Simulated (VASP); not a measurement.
# PtSe2 (P-3m1) in VASP: notebook, part 2 of 2

VASP 6.6.1.

## Step 5: Single point, PBE (strain +0.080 along x and y, +0.040 along z)

Contents of INCAR:

```
  PREC = Accurate
  ENCUT = 520
  EDIFF = 1E-6
  ISMEAR = 0
  SIGMA = 0.15
  LREAL = F
  LASPH = T
  NELM = 80
  ALGO = Normal
  ISIF = 2
  LWAVE = F
  LCHARG = F
  GGA = PE
  NBANDS = 18
```

Contents of KPOINTS:

```
Automatic mesh
0
Gamma
  12 12 10
```

Contents of POSCAR:

```
PtSe2
1.0
    4.0219206530      0.0000000000      0.0000000000
   -2.0109603265      3.4830854575      0.0000000000
    0.0000000000      0.0000000000      5.2644800000
Pt Se
1 2
Direct
    0.0000000000      0.0000000000      0.0000000000
    0.3333333333      0.6666666667      0.2500000000
    0.6666666667      0.3333333333      0.7500000000
```

Potentials or basis: VASP PAW PBE potentials, release 64 (Pt, Se).

Started as:

```bash
cat potpaw_PBE.64/Pt/POTCAR potpaw_PBE.64/Se/POTCAR > POTCAR
mpirun -np 1 vasp_std > vasp.out
```

OUTCAR:

```text
PREC = Accurate
   ENCUT = 520
   EDIFF = 1E-6
   ISMEAR = 0
   LREAL = F
   LASPH = T
   NELM = 80
   ISIF = 2
   GGA = PE

 ion  position               nearest neighbor table
   1  0.000  0.000  0.000-   2 2.67   3 2.67   2 2.67   3 2.67   3 2.67   2 2.67
   2  0.333  0.667  0.250-   1 2.67   1 2.67   1 2.67
   3  0.667  0.333  0.750-   1 2.67   1 2.67   1 2.67

  LATTYP: Found a hexagonal cell.
 ALAT       =     4.0219206530
 C/A-ratio  =     1.3089467581

  Lattice vectors:

 A1 = (   4.0219206530,   0.0000000000,   0.0000000000)
 A2 = (  -2.0109603265,   3.4830854575,   0.0000000000)
 A3 = (   0.0000000000,   0.0000000000,   5.2644800000)

Analysis of symmetry for initial positions (statically):
=====================================================================
 Subroutine PRICEL returns:
 Original cell was already a primitive cell.

 Routine SETGRP: Setting up the symmetry group for a
 hexagonal supercell.

 Subroutine GETGRP returns: Found 12 space group operations
 (whereof 12 operations were pure point group operations)
 out of a pool of 24 trial point group operations.

The static configuration has the point symmetry D_3d.

Analysis of symmetry for dynamics (positions and initial velocities):
=====================================================================
 Subroutine PRICEL returns:
 Original cell was already a primitive cell.

 Routine SETGRP: Setting up the symmetry group for a
 hexagonal supercell.

 Subroutine GETGRP returns: Found 12 space group operations
 (whereof 12 operations were pure point group operations)
 out of a pool of 24 trial point group operations.

The dynamic configuration has the point symmetry D_3d.

 Subroutine INISYM returns: Found 12 space group operations
 (whereof 12 operations are pure point group operations),
 and found     1 'primitive' translations

----------------------------------------------------------------------------------------

                                     Primitive cell

  volume of cell :      73.7485

  direct lattice vectors                    reciprocal lattice vectors
     4.021920653  0.000000000  0.000000000     0.248637426  0.143550885  0.000000000
    -2.010960326  3.483085458  0.000000000     0.000000000  0.287101770  0.000000000
     0.000000000  0.000000000  5.264480000     0.000000000  0.000000000  0.189952284

  length of vectors
     4.021920653  4.021920653  5.264480000     0.287101770  0.287101770  0.189952284

  position of ions in fractional coordinates (direct lattice)
     0.000000000  0.000000000  0.000000000
     0.333333333  0.666666667  0.250000000
     0.666666667  0.333333333  0.750000000

  ion indices of the primitive-cell ions
   primitive index   ion index
                 1           1
                 2           2
                 3           3

----------------------------------------------------------------------------------------

 KPOINTS: Automatic mesh

Automatic generation of k-mesh.
 Grid dimensions read from file:
 generate k-points for:   12   12   10

 Generating k-lattice:

  Cartesian coordinates                     Fractional coordinates (reciprocal lattice)
     0.020719786  0.011962574  0.000000000     0.083333333  0.000000000  0.000000000
     0.000000000  0.023925148  0.000000000     0.000000000  0.083333333  0.000000000
     0.000000000  0.000000000  0.018995228     0.000000000  0.000000000  0.100000000

  Length of vectors
     0.023925148  0.023925148  0.018995228

  Shift w.r.t. Gamma in fractional coordinates (k-lattice)
     0.000000000  0.000000000  0.000000000

 Subroutine IBZKPT returns following result:
 ===========================================

 Found    162 irreducible k-points:

 Following reciprocal coordinates:
            Coordinates               Weight
  0.000000  0.000000  0.000000      1.000000
  0.083333  0.000000  0.000000      6.000000
  0.166667  0.000000  0.000000      6.000000
  0.250000  0.000000  0.000000      6.000000
  0.333333 -0.000000  0.000000      6.000000
  0.416667  0.000000  0.000000      6.000000
[... 16 lines left out ...]
  0.166667  0.000000  0.100000      6.000000
  0.000000  0.166667  0.100000      6.000000
 [... further k-points ...]
   k-points           NKPTS =    162   k-points in BZ     NKDIM =    162   number of bands    NBANDS=     18
   number of dos      NEDOS =    301   number of ions     NIONS =      3
   total plane-waves  NPLWV =  36000
   dimension x,y,z NGX =    30 NGY =   30 NGZ =   40
   dimension x,y,z NGXF=    60 NGYF=   60 NGZF=   80
   ions per type =               1   2
   NGX,Y,Z   is equivalent  to a cutoff of  12.40, 12.40, 12.63 a.u.
   NGXF,Y,Z  is equivalent  to a cutoff of  24.80, 24.80, 25.26 a.u.
 SYSTEM =  unknown system
   PREC   = accura    normal or accurate (medium, high low for compatibility)
   ISTART =      0    job   : 0-new  1-cont  2-samecut
   ICHARG =      2    charge: 1-file 2-atom 10-const
   ISPIN  =      1    spin polarized calculation?
   LNONCOLLINEAR =      F non collinear calculations
   LSORBIT =      F    spin-orbit coupling
   LASPH  =      T    aspherical Exc in radial PAW
   ENCUT  =  520.0 eV  38.22 Ry    6.18 a.u.   7.48  7.48  9.79*2*pi/ulx,y,z
   NELM   =     80;   NELMIN=  2; NELMDL= -5     # of ELM steps
   EDIFF  = 0.1E-05   stopping-criterion for ELM
   LREAL  =      F    real-space projection
   EDIFFG = 0.1E-04   stopping-criterion for IOM
   NSW    =      0    number of steps for IOM
   IBRION =     -1    ionic relax: 0-MD 1-quasi-New 2-CG
   NFREE  =      0    steps in history (QN), initial steepest desc. (CG)
   ISIF   =      2    stress and relaxation
   ISYM   =      2    0-nonsym 1-usesym 2-fastsym
   POTIM  = 0.5000    time-step for ionic-motion
   TEBEG  =    0.0;   TEEND  =   0.0 temperature during run
   PSTRESS=    0.0 pullay stress
   NELECT =      22.0000    total number of electrons
   NUPDOWN=      -1.0000    fix difference up-down
   EMIN   =  10.00;   EMAX   =-10.00  energy-range for DOS
   EFERMI =   0.00;   METHOD = LEGACY
   ISMEAR =     0;   SIGMA  =   0.15  broadening in eV -4-tet -1-fermi 0-gaus
   EFERMI_NEDOS =   21; number of points for ismear=-14 and -15
   IALGO  =     38    algorithm
   IMIX   =      4    mixing-type and parameters
     AMIX     =   0.40;   BMIX     =  1.00
     AMIX_MAG =   1.60;   BMIX_MAG =  1.00
  volume/ion in A,a.u.               =      24.58       165.89
  Fermi-wavevector in a.u.,A,eV,Ry     =   1.093867  2.067110 16.279996  1.196546
  Thomas-Fermi vector in A             =   2.230161
   LORBIT       =      0    0 simple, 1 ext, 2 COOP (PROOUT), +10 PAW based schemes
   GGA     = PE    functional components
   LHFCALC =     F    Hartree Fock is set to
   AEXX    =    0.0000 exact exchange contribution
   IVDW    =     0    specifies the selected vdW correction
   LEPSILON=     F    determine dielectric tensor
   LRPA    =     F    only Hartree local field effects (RPA)
 non-spin polarized calculation
 Gauss-broadening in eV      SIGMA  =   0.15
  energy-cutoff  :      520.00
  volume of cell :       73.75
 maximum number of plane-waves:      2007
 NGX is ok and might be reduce to    30
   NGX = 15   NGY = 15   NGZ = 19

 number of electron      22.0000001 magnetization

 Free energy of the ion-electron system (eV)
  ---------------------------------------------------
  ext. energy  EPLUGINS =         0.00000000
  ---------------------------------------------------
  free energy    TOTEN  =       -13.84447867 eV

  energy without entropy =      -13.83584312  energy(sigma->0) =      -13.84016089

 E-fermi :   4.0376     XC(G=0):  -9.7179

 val. band max:        4.0223802943   @ k =  -0.0833   0.3333   0.3000
 cond. band min:       4.0435913810   @ k =   0.0000   0.1667   0.1000
 fundamental gap:      0.0212110867
 Fermi energy:         4.0376157017

 k-point     1 :       0.0000    0.0000    0.0000
  band No.  band energies     occupation
      1     -10.0800      2.00000
      2      -8.1677      2.00000
      3      -1.4661      2.00000
      4      -0.9540      2.00000
      5      -0.9540      2.00000
      6       1.1133      2.00000
[... 10 lines left out ...]
     17      11.2728      0.00000
     18      14.7366      0.00000
[... 463 lines left out ...]
 k-point    24 :       0.0000    0.1667    0.1000
  band No.  band energies     occupation
      1      -9.8491      2.00000
      2      -8.2886      2.00000
      3      -1.2382      2.00000
      4      -0.8280      2.00000
      5      -0.6516      2.00000
      6       0.6052      2.00000
[... 10 lines left out ...]
     17      12.1915      0.00000
     18      12.7559      0.00000

 [... further k-points ...]
[... 5 lines left out ...]
  --------------------------------------------------------------------------------------
  -------------------------------------------------------------------------------------
  Total       -6.1495354     -6.1495354     -3.3462008      0.0000000      0.0000000      0.0000000
  in kB     -133.5979461   -133.5979461    -72.6958246      0.0000000      0.0000000      0.0000000
  external PRESSURE =    -113.2972389 kB  Pullay stress =       0.0000000 kB

 VOLUME and BASIS-vectors are now :
 -----------------------------------------------------------------------------
  energy-cutoff  :      520.00
  volume of cell :       73.75
      direct lattice vectors                 reciprocal lattice vectors
     4.021920653  0.000000000  0.000000000     0.248637426  0.143550885  0.000000000
    -2.010960326  3.483085458  0.000000000     0.000000000  0.287101770  0.000000000
     0.000000000  0.000000000  5.264480000     0.000000000  0.000000000  0.189952284

 POSITION                                       TOTAL-FORCE (eV/Angst)
 -----------------------------------------------------------------------------------
      0.00000      0.00000      0.00000        -0.000000      0.000000      0.000000
     -0.00000      2.32206      1.31612         0.000000      0.000000     -1.096206
      2.01096      1.16103      3.94836        -0.000000      0.000000      1.096206
 -----------------------------------------------------------------------------------
    total drift:                                0.000000      0.000000     -0.000000

  FREE ENERGIE OF THE ION-ELECTRON SYSTEM (eV)
  ---------------------------------------------------
  free  energy   TOTEN  =       -13.8444786669 eV

  energy  without entropy=      -13.8358431159  energy(sigma->0) =      -13.84016089
```

OSZICAR:

```text
N       E                     dE             d eps       ncg     rms          rms(c)
DAV:   1     0.107475825930E+03    0.10748E+03   -0.97157E+03  5888   0.105E+03
DAV:   2    -0.910842633738E+01   -0.11658E+03   -0.11260E+03  7246   0.199E+02
DAV:   3    -0.145630107003E+02   -0.54546E+01   -0.54040E+01  6980   0.436E+01
DAV:   4    -0.146105358339E+02   -0.47525E-01   -0.47501E-01  7336   0.447E+00
DAV:   5    -0.146110922873E+02   -0.55645E-03   -0.55644E-03  7166   0.462E-01    0.891E+00
DAV:   6    -0.142899929823E+02    0.32110E+00   -0.54309E+00  5994   0.197E+01    0.700E+00
DAV:   7    -0.138548783757E+02    0.43511E+00   -0.11128E+00  5936   0.993E+00    0.271E+00
DAV:   8    -0.138488567593E+02    0.60216E-02   -0.10854E-01  6268   0.189E+00    0.839E-01
DAV:   9    -0.138444371144E+02    0.44196E-02   -0.14972E-02  6474   0.111E+00    0.258E-01
DAV:  10    -0.138445017484E+02   -0.64634E-04   -0.23010E-03  6536   0.262E-01    0.556E-02
DAV:  11    -0.138444735207E+02    0.28228E-04   -0.12052E-04  7230   0.969E-02    0.215E-02
DAV:  12    -0.138444783675E+02   -0.48468E-05   -0.13939E-05  6430   0.222E-02    0.736E-03
DAV:  13    -0.138444786669E+02   -0.29937E-06   -0.20358E-06  6870   0.105E-02
   1 F= -.13844479E+02 E0= -.13840161E+02  d E =-.863555E-02
```

It took 84 s on 1 thread of Intel Xeon Platinum 8559C (Emerald Rapids), shared host; peak memory 0.34 GiB.

Results:

* Free energy: -13.8445 eV
* Pressure: -11.3 GPa
* Largest force: 1.096 eV/Å
* Band gap on the k mesh: zero (band 11 reaches 4.47 eV, above the bottom of band 12 at 4.01 eV)

Forces in eV/Å, atoms in the order of the input:
```
Pt   0.000  0.000  0.000
Se   0.000  0.000 -1.096
Se   0.000  0.000  1.096
```

Levels at points of the mesh, in eV from the Fermi level:
```csv
k point,band 8,band 9,band 10,band 11,band 12,band 13,band 14,band 15
"(0.00, 0.00, 0.00)",-1.91,-0.85,-0.85,0.43,1.13,1.13,2.98,4.01
"(0.50, 0.00, 0.00)",-2.68,-2.63,-2.59,-2.39,0.55,1.82,4.23,5.93
"(0.00, 0.00, 0.50)",-2.16,-1.60,-1.22,-1.22,1.74,1.74,4.89,4.96
"(0.50, 0.00, 0.50)",-2.61,-2.45,-2.21,-0.94,0.84,0.96,4.08,5.22
```

Caveat: the cell differs from its parent crystal (strain +0.080 along x and y, +0.040 along z); spin-orbit coupling is left out, which moves the levels of the heavy elements; forces of over 1 eV/Å act on the atoms, so gaps and moduli don't describe the material at rest.

## Step 6: Overview

| cell | gap on the mesh (eV) | pressure (GPa) | largest force (eV/Å) |
| --- | --- | --- | --- |
| a = 4.022, b = 4.022, c = 4.860 Å, angles 90.0, 90.0, 120.0°, 3 atoms | none | -7.9 | 0.37 |
| a = 4.022, b = 4.022, c = 5.062 Å, angles 90.0, 90.0, 120.0°, 3 atoms | none | -9.8 | 0.74 |
| a = 3.873, b = 3.873, c = 5.467 Å, angles 90.0, 90.0, 120.0°, 3 atoms | none | -8.0 | 1.09 |
| a = 4.022, b = 4.022, c = 5.264 Å, angles 90.0, 90.0, 120.0°, 3 atoms | none | -11.3 | 1.10 |

Alike in all rows: task single point; level PBE; potentials or basis VASP PAW PBE potentials, release 64 (Pt, Se); no spin polarisation; k mesh 12 × 12 × 10; cutoff (eV) 520; smearing gaussian 0.15 eV.

Caveats: spin-orbit coupling is left out, which moves the levels of the heavy elements; forces of over 1 eV/Å act on the atoms, so gaps and moduli don't describe the material at rest (some runs).

Total energies depend on the potentials used, so only differences within one code and one set of settings carry meaning.
